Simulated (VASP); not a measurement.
# ZrO2 (Fm-3m) in VASP: further runs

Runs on ZrO2. Level: PBE. Tasks: single point, relaxation of cell and atoms.

Everything below comes from runs of VASP 6.6.1. Logs are shortened: lines on timing, memory, paths and dates and some standing lists are left out, and cuts for length are marked.

### 1 The cell of the first run

The structure is cubic, space group Fm-3m (No. 225). The conventional cell has a = 5.062 Å, b = 5.062 Å, c = 5.062 Å, α = 90.00°, β = 90.00°, γ = 90.00°. Within 2.9 Å of Zr (site symmetry m-3m) lie 8 O at 2.19 Å. O (site symmetry -43m) has 4 Zr at 2.19 Å and 6 O at 2.53 Å within 2.9 Å.

### 2 Single point, PBE

Input file INCAR:

```
SYSTEM = ZrO2
PREC = Accurate
ENCUT = 600
EDIFF = 1E-6
ISMEAR = 0
SIGMA = 0.01
LREAL = .False.
LASPH = .True.
NELM = 120
ALGO = Normal
ISIF = 2
LWAVE = .False.
LCHARG = .False.
GGA = PE
NBANDS = 19
GGA_COMPAT = .False.
```

Input file KPOINTS:

```
Automatic mesh
0
Gamma
  8 8 8
  0 0 0
```

Input file POSCAR:

```
ZrO2
1.0
    0.0000000000      2.5311908576      2.5311908576
    2.5311908576      0.0000000000      2.5311908576
    2.5311908576      2.5311908576      0.0000000000
Zr O
1 2
Direct
    0.0000000000      0.0000000000      0.0000000000
    0.2500000000      0.2500000000      0.2500000000
    0.7500000000      0.7500000000      0.7500000000
```

Potentials or basis: VASP PAW PBE potentials, release 64 (Zr_sv, O).

Launch:

```console
cat potpaw_PBE.64/Zr_sv/POTCAR potpaw_PBE.64/O/POTCAR > POTCAR
mpirun -np 1 vasp_std > vasp.out
```

OUTCAR:

```text
SYSTEM = ZrO2
   PREC = Accurate
   ENCUT = 600
   EDIFF = 1E-6
   ISMEAR = 0
   LREAL = .False.
   LASPH = .True.
   NELM = 120
   ISIF = 2
   GGA = PE

 ion  position               nearest neighbor table
   1  0.000  0.000  0.000-   3 2.19   3 2.19   3 2.19   2 2.19   3 2.19   2 2.19   2 2.19   2 2.19

   2  0.250  0.250  0.250-   1 2.19   1 2.19   1 2.19   1 2.19
   3  0.750  0.750  0.750-   1 2.19   1 2.19   1 2.19   1 2.19

  LATTYP: Found a face centered cubic cell.
 ALAT       =     5.0623817152

  Lattice vectors:

 A1 = (   0.0000000000,   2.5311908576,   2.5311908576)
 A2 = (   2.5311908576,   0.0000000000,   2.5311908576)
 A3 = (   2.5311908576,   2.5311908576,   0.0000000000)

Analysis of symmetry for initial positions (statically):
=====================================================================
 Subroutine PRICEL returns:
 Original cell was already a primitive cell.

 Routine SETGRP: Setting up the symmetry group for a
 face centered cubic supercell.

 Subroutine GETGRP returns: Found 48 space group operations
 (whereof 48 operations were pure point group operations)
 out of a pool of 48 trial point group operations.

The static configuration has the point symmetry O_h .

Analysis of symmetry for dynamics (positions and initial velocities):
=====================================================================
 Subroutine PRICEL returns:
 Original cell was already a primitive cell.

 Routine SETGRP: Setting up the symmetry group for a
 face centered cubic supercell.

 Subroutine GETGRP returns: Found 48 space group operations
 (whereof 48 operations were pure point group operations)
 out of a pool of 48 trial point group operations.

The dynamic configuration has the point symmetry O_h .

 Subroutine INISYM returns: Found 48 space group operations
 (whereof 48 operations are pure point group operations),
 and found     1 'primitive' translations

----------------------------------------------------------------------------------------

                                     Primitive cell

  volume of cell :      32.4343

  direct lattice vectors                    reciprocal lattice vectors
     0.000000000  2.531190858  2.531190858    -0.197535480  0.197535480  0.197535480
     2.531190858  0.000000000  2.531190858     0.197535480 -0.197535480  0.197535480
     2.531190858  2.531190858  0.000000000     0.197535480  0.197535480 -0.197535480

  length of vectors
     3.579644440  3.579644440  3.579644440     0.342141487  0.342141487  0.342141487

  position of ions in fractional coordinates (direct lattice)
     0.000000000  0.000000000  0.000000000
     0.250000000  0.250000000  0.250000000
     0.750000000  0.750000000  0.750000000

  ion indices of the primitive-cell ions
   primitive index   ion index
                 1           1
                 2           2
                 3           3

----------------------------------------------------------------------------------------

 KPOINTS: Automatic mesh

Automatic generation of k-mesh.
 Grid dimensions read from file:
 generate k-points for:    8    8    8

 Generating k-lattice:

  Cartesian coordinates                     Fractional coordinates (reciprocal lattice)
    -0.024691935  0.024691935  0.024691935     0.125000000  0.000000000  0.000000000
     0.024691935 -0.024691935  0.024691935     0.000000000  0.125000000  0.000000000
     0.024691935  0.024691935 -0.024691935     0.000000000  0.000000000  0.125000000

  Length of vectors
     0.042767686  0.042767686  0.042767686

  Shift w.r.t. Gamma in fractional coordinates (k-lattice)
     0.000000000  0.000000000  0.000000000

 Subroutine IBZKPT returns following result:
 ===========================================

 Found     29 irreducible k-points:

 Following reciprocal coordinates:
            Coordinates               Weight
  0.000000  0.000000  0.000000      1.000000
  0.125000  0.000000  0.000000      8.000000
  0.250000  0.000000  0.000000      8.000000
  0.375000  0.000000  0.000000      8.000000
  0.500000  0.000000  0.000000      4.000000
  0.125000  0.125000  0.000000      6.000000
[... 16 lines left out ...]
  0.500000  0.250000  0.125000     48.000000
 -0.375000  0.250000  0.125000     24.000000
 [... further k-points ...]
   k-points           NKPTS =     29   k-points in BZ     NKDIM =     29   number of bands    NBANDS=     19
   number of dos      NEDOS =    301   number of ions     NIONS =      3
   total plane-waves  NPLWV =  27000
   dimension x,y,z NGX =    30 NGY =   30 NGZ =   30
   dimension x,y,z NGXF=    60 NGYF=   60 NGZF=   60
   ions per type =               1   2
   NGX,Y,Z   is equivalent  to a cutoff of  13.93, 13.93, 13.93 a.u.
   NGXF,Y,Z  is equivalent  to a cutoff of  27.87, 27.87, 27.87 a.u.
 SYSTEM =  ZrO2
   PREC   = accura    normal or accurate (medium, high low for compatibility)
   ISTART =      0    job   : 0-new  1-cont  2-samecut
   ICHARG =      2    charge: 1-file 2-atom 10-const
   ISPIN  =      1    spin polarized calculation?
   LNONCOLLINEAR =      F non collinear calculations
   LSORBIT =      F    spin-orbit coupling
   LASPH  =      T    aspherical Exc in radial PAW
   ENCUT  =  600.0 eV  44.10 Ry    6.64 a.u.   7.15  7.15  7.15*2*pi/ulx,y,z
   NELM   =    120;   NELMIN=  2; NELMDL= -5     # of ELM steps
   EDIFF  = 0.1E-05   stopping-criterion for ELM
   LREAL  =      F    real-space projection
   EDIFFG = 0.1E-04   stopping-criterion for IOM
   NSW    =      0    number of steps for IOM
   IBRION =     -1    ionic relax: 0-MD 1-quasi-New 2-CG
   NFREE  =      0    steps in history (QN), initial steepest desc. (CG)
   ISIF   =      2    stress and relaxation
   ISYM   =      2    0-nonsym 1-usesym 2-fastsym
   POTIM  = 0.5000    time-step for ionic-motion
   TEBEG  =    0.0;   TEEND  =   0.0 temperature during run
   PSTRESS=    0.0 pullay stress
   NELECT =      24.0000    total number of electrons
   NUPDOWN=      -1.0000    fix difference up-down
   EMIN   =  10.00;   EMAX   =-10.00  energy-range for DOS
   EFERMI =   0.00;   METHOD = LEGACY
   ISMEAR =     0;   SIGMA  =   0.01  broadening in eV -4-tet -1-fermi 0-gaus
   EFERMI_NEDOS =   21; number of points for ismear=-14 and -15
   IALGO  =     38    algorithm
   IMIX   =      4    mixing-type and parameters
     AMIX     =   0.40;   BMIX     =  1.00
     AMIX_MAG =   1.60;   BMIX_MAG =  1.00
  volume/ion in A,a.u.               =      10.81        72.96
  Fermi-wavevector in a.u.,A,eV,Ry     =   1.480734  2.798181 29.831765  2.192573
  Thomas-Fermi vector in A             =   2.594731
   LORBIT       =      0    0 simple, 1 ext, 2 COOP (PROOUT), +10 PAW based schemes
   GGA     = PE    functional components
   LHFCALC =     F    Hartree Fock is set to
   AEXX    =    0.0000 exact exchange contribution
   IVDW    =     0    specifies the selected vdW correction
   LEPSILON=     F    determine dielectric tensor
   LRPA    =     F    only Hartree local field effects (RPA)
 non-spin polarized calculation
 Gauss-broadening in eV      SIGMA  =   0.01
  energy-cutoff  :      600.00
  volume of cell :       32.43
 maximum number of plane-waves:      1106
 NGX is ok and might be reduce to    30
   NGX = 15   NGY = 15   NGZ = 15

 number of electron      23.9999997 magnetization

 Free energy of the ion-electron system (eV)
  ---------------------------------------------------
  ext. energy  EPLUGINS =         0.00000000
  ---------------------------------------------------
  free energy    TOTEN  =       -28.54456638 eV

  energy without entropy =      -28.54456638  energy(sigma->0) =      -28.54456638

 E-fermi :   7.5430     XC(G=0): -11.8706

 val. band max:        7.4073421462   @ k =   0.5000   0.5000   0.0000
 cond. band min:      10.8063239734   @ k =   0.0000   0.0000   0.0000
 fundamental gap:      3.3989818272
 Fermi energy:         7.5430413024

 k-point     1 :       0.0000    0.0000    0.0000
  band No.  band energies     occupation
      1     -40.6032      2.00000
      2     -18.4256      2.00000
      3     -18.4256      2.00000
      4     -18.4256      2.00000
      5     -10.8667      2.00000
      6      -8.2498      2.00000
[... 11 lines left out ...]
     18      16.9735      0.00000
     19      21.9270      0.00000

 k-point     2 :       0.1250    0.0000    0.0000
  band No.  band energies     occupation
      1     -40.5958      2.00000
      2     -18.5465      2.00000
      3     -18.4367      2.00000
      4     -18.4367      2.00000
      5     -10.6394      2.00000
      6      -8.4116      2.00000
[... 11 lines left out ...]
     18      16.7385      0.00000
     19      21.6094      0.00000

 k-point     3 :       0.2500    0.0000    0.0000
  band No.  band energies     occupation
      1     -40.5778      2.00000
      2     -18.8173      2.00000
      3     -18.4633      2.00000
      4     -18.4633      2.00000
      5     -10.1567      2.00000
      6      -8.6948      2.00000
[... 11 lines left out ...]
     18      16.6499      0.00000
     19      20.9466      0.00000

 k-point     4 :       0.3750    0.0000    0.0000
  band No.  band energies     occupation
      1     -40.5597      2.00000
      2     -19.0641      2.00000
      3     -18.4896      2.00000
      4     -18.4896      2.00000
      5      -9.8994      2.00000
      6      -8.6965      2.00000
[... 11 lines left out ...]
     18      16.8989      0.00000
     19      21.0879      0.00000

 k-point     5 :       0.5000    0.0000    0.0000
  band No.  band energies     occupation
      1     -40.5522      2.00000
      2     -19.1607      2.00000
      3     -18.5005      2.00000
      4     -18.5005      2.00000
      5      -9.8959      2.00000
      6      -8.5775      2.00000
[... 11 lines left out ...]
     18      16.4979      0.00000
     19      21.6687      0.00000

 k-point     6 :       0.1250    0.1250    0.0000
  band No.  band energies     occupation
      1     -40.5933      2.00000
      2     -18.5604      2.00000
      3     -18.4533      2.00000
      4     -18.4533      2.00000
      5     -10.5572      2.00000
      6      -8.4705      2.00000
[... 11 lines left out ...]
     18      16.6682      0.00000
     19      21.6997      0.00000

 k-point     7 :       0.2500    0.1250    0.0000
  band No.  band energies     occupation
      1     -40.5789      2.00000
      2     -18.7608      2.00000
      3     -18.4849      2.00000
      4     -18.4838      2.00000
      5     -10.1311      2.00000
      6      -8.7344      2.00000
[... 11 lines left out ...]
     18      16.5824      0.00000
     19      21.4749      0.00000

 k-point     8 :       0.3750    0.1250    0.0000
  band No.  band energies     occupation
      1     -40.5608      2.00000
      2     -18.9904      2.00000
      3     -18.5354      2.00000
      4     -18.5101      2.00000
      5      -9.7623      2.00000
      6      -8.8469      2.00000
[... 256 lines left out ...]
 k-point    20 :      -0.3750    0.3750    0.0000
  band No.  band energies     occupation
      1     -40.5367      2.00000
      2     -19.0618      2.00000
      3     -18.8063      2.00000
      4     -18.5761      2.00000
      5      -9.3160      2.00000
      6      -8.8468      2.00000
[... 11 lines left out ...]
     18      19.6821      0.00000
     19      22.4140      0.00000

 k-point    21 :       0.5000    0.5000    0.0000
  band No.  band energies     occupation
      1     -40.5353      2.00000
      2     -19.2197      2.00000
      3     -18.6123      2.00000
      4     -18.6123      2.00000
      5      -9.5051      2.00000
      6      -8.6550      2.00000
[... 11 lines left out ...]
     18      21.0766      0.00000
     19      21.2111      0.00000

 k-point    22 :       0.3750    0.2500    0.1250
  band No.  band energies     occupation
      1     -40.5643      2.00000
      2     -18.9016      2.00000
      3     -18.5824      2.00000
      4     -18.4982      2.00000
      5      -9.7059      2.00000
      6      -8.9578      2.00000
[... 11 lines left out ...]
     18      17.3117      0.00000
     19      21.7686      0.00000

 k-point    23 :       0.5000    0.2500    0.1250
  band No.  band energies     occupation
      1     -40.5498      2.00000
      2     -19.0178      2.00000
      3     -18.6813      2.00000
      4     -18.5284      2.00000
      5      -9.4560      2.00000
      6      -8.9612      2.00000
[... 11 lines left out ...]
     18      18.0935      0.00000
     19      21.9652      0.00000

 k-point    24 :      -0.3750    0.2500    0.1250
  band No.  band energies     occupation
      1     -40.5437      2.00000
      2     -19.0612      2.00000
      3     -18.7227      2.00000
      4     -18.5432      2.00000
      5      -9.4774      2.00000
      6      -8.8242      2.00000
[... 11 lines left out ...]
     18      18.1720      0.00000
     19      22.2447      0.00000

 [... further k-points ...]

------------------------ aborting loop because EDIFF is reached ----------------------------------------

  FORCE on cell =-STRESS in cart. coord.  units (eV):
  Direction    XX          YY          ZZ          XY          YZ          ZX
  --------------------------------------------------------------------------------------
  -------------------------------------------------------------------------------------
  Total        1.6320875      1.6320875      1.6320875      0.0000000      0.0000000     -0.0000000
  in kB       80.6212150     80.6212150     80.6212150      0.0000000      0.0000000     -0.0000000
  external PRESSURE =      80.6212150 kB  Pullay stress =       0.0000000 kB

 VOLUME and BASIS-vectors are now :
 -----------------------------------------------------------------------------
  energy-cutoff  :      600.00
  volume of cell :       32.43
      direct lattice vectors                 reciprocal lattice vectors
     0.000000000  2.531190858  2.531190858    -0.197535480  0.197535480  0.197535480
     2.531190858  0.000000000  2.531190858     0.197535480 -0.197535480  0.197535480
     2.531190858  2.531190858  0.000000000     0.197535480  0.197535480 -0.197535480

 POSITION                                       TOTAL-FORCE (eV/Angst)
 -----------------------------------------------------------------------------------
      0.00000      0.00000      0.00000        -0.000000     -0.000000     -0.000000
      1.26560      1.26560      1.26560         0.000000      0.000000      0.000000
      3.79679      3.79679      3.79679        -0.000000     -0.000000     -0.000000
 -----------------------------------------------------------------------------------
    total drift:                                0.000000     -0.000000      0.000000

  FREE ENERGIE OF THE ION-ELECTRON SYSTEM (eV)
  ---------------------------------------------------
  free  energy   TOTEN  =       -28.5445663832 eV

  energy  without entropy=      -28.5445663832  energy(sigma->0) =      -28.54456638
```

It took 14 s on 1 thread of AMD EPYC 9R45 (Zen 5), shared host; peak memory 0.15 GiB.

What came out:

| Item | Value |
| --- | --- |
| Free energy | -28.5446 eV |
| Pressure | 8.1 GPa |
| Band gap on the k mesh | 3.40 eV (least direct gap 3.86 eV) |

Levels at points of the mesh, in eV from the valence-band top:
```tsv
k point	band 9	band 10	band 11	band 12	band 13	band 14	band 15	band 16
(0.00, 0.00, 0.00)	-5.33	-0.54	-0.54	-0.54	3.40	3.40	6.70	9.57
(0.50, 0.00, 0.00)	-2.56	-2.49	-1.65	-1.65	4.06	4.06	6.24	8.63
(0.50, 0.50, 0.00)	-3.17	-1.53	-1.53	0.00	3.86	4.83	5.98	7.42
```

Caveat: the cell stands under pressure. A k mesh can miss the band edges.

### 3 Single point, PBE

This run uses another cell than the first one, of 11.16 Å³/atom.

Input file INCAR:

```
PREC     = Accurate       # precision mode
ENCUT    = 600            # plane-wave cutoff, eV
EDIFF    = 1E-6           # SCF threshold, eV
ISMEAR   = 0              # smearing method
SIGMA    = 0.01           # smearing width, eV
LREAL    = F              # projectors in reciprocal space
LASPH    = T              # aspherical terms in the spheres
NELM     = 120            # most SCF steps
ALGO     = Normal         # electronic algorithm
ISIF     = 2              # what is computed and relaxed
LWAVE    = F              # write WAVECAR
LCHARG   = F              # write CHGCAR
GGA      = PE             # functional
NBANDS   = 19             # bands
GGA_COMPAT= F
```

Input file KPOINTS:

```
regular mesh
0
Gamma
  8 8 8
```

Input file POSCAR:

```
ZrO2
1.0
    0.0000000000      2.5578981738      2.5578981738
    2.5578981738      0.0000000000      2.5578981738
    2.5578981738      2.5578981738      0.0000000000
Zr O
1 2
Direct
    0.0000000000      0.0000000000      0.0000000000
    0.2500000000      0.2500000000      0.2500000000
    0.7500000000      0.7500000000      0.7500000000
```

Potentials or basis: VASP PAW PBE potentials, release 64 (Zr_sv, O).

Launch:

```console
cat potpaw_PBE.64/Zr_sv/POTCAR potpaw_PBE.64/O/POTCAR > POTCAR
mpirun -np 1 vasp_std > vasp.out
```

It took 15 s on 1 thread of AMD EPYC 9R45 (Zen 5), shared host; peak memory 0.14 GiB.

It converged, with:

| Quantity | Value |
| --- | --- |
| Free energy | -28.5733 eV |
| Pressure | 0.1 GPa |
| Band gap on the k mesh | 3.31 eV (least direct gap 3.74 eV) |

Levels at points of the mesh, in eV from the valence-band top:
```tsv
k point	band 8	band 9	band 10	band 11	band 12	band 13	band 14	band 15	band 16	band 17
(0.00, 0.00, 0.00)	-5.14	-5.14	-0.53	-0.53	-0.53	3.31	3.31	6.47	9.18	9.18
(0.50, 0.00, 0.00)	-4.14	-2.50	-2.46	-1.63	-1.63	3.94	3.94	5.95	8.30	8.30
(0.50, 0.50, 0.00)	-3.12	-3.12	-1.49	-1.49	0.00	3.74	4.66	5.70	7.15	7.15
```

### 4 Single point, PBE

This run uses another cell than the first one, of 11.07 Å³/atom.

Input file INCAR:

```
SYSTEM = ZrO2
  PREC = Accurate
  ENCUT = 600
  EDIFF = 1E-6
  ISMEAR = 0
  SIGMA = 0.01
  LREAL = .FALSE.
  LASPH = .TRUE.
  NELM = 120
  ALGO = Normal
  ISIF = 2
  LWAVE = .FALSE.
  LCHARG = .FALSE.
  GGA = PE
  NBANDS = 19
  GGA_COMPAT = .FALSE.
```

Input file KPOINTS:

```
regular mesh
0
G
  8 8 8
  0 0 0
```

Input file POSCAR:

```
ZrO2
1.0
    0.0000000000      2.5508411409      2.5508411409
    2.5508411409      0.0000000000      2.5508411409
    2.5508411409      2.5508411409      0.0000000000
Zr O
1 2
Direct
    0.0000000000      0.0000000000      0.0000000000
    0.2500000000      0.2500000000      0.2500000000
    0.7500000000      0.7500000000      0.7500000000
```

Launch:

```console
cat potpaw_PBE.64/Zr_sv/POTCAR potpaw_PBE.64/O/POTCAR > POTCAR
mpirun -np 1 vasp_std > vasp.out
```

Wall time 15 s (1 thread of AMD EPYC 9R45 (Zen 5), shared host); peak memory 0.15 GiB.

The run converged. Its results:

```yaml
Free_energy: -28.5708 eV
Pressure: 2.1 GPa
Band_gap_on_the_k_mesh: 3.34 eV (least direct gap 3.77 eV)
```

Levels at points of the mesh, in eV from the valence-band top:
| k point | band 10 | band 11 | band 12 | band 13 | band 14 | band 15 |
| --- | --- | --- | --- | --- | --- | --- |
| (0.00, 0.00, 0.00) | -0.53 | -0.53 | -0.53 | 3.34 | 3.34 | 6.53 |
| (0.50, 0.00, 0.00) | -2.47 | -1.64 | -1.64 | 3.97 | 3.97 | 6.02 |
| (0.50, 0.50, 0.00) | -1.50 | -1.50 | 0.00 | 3.77 | 4.70 | 5.77 |

(Continued in part 2 of 2.)
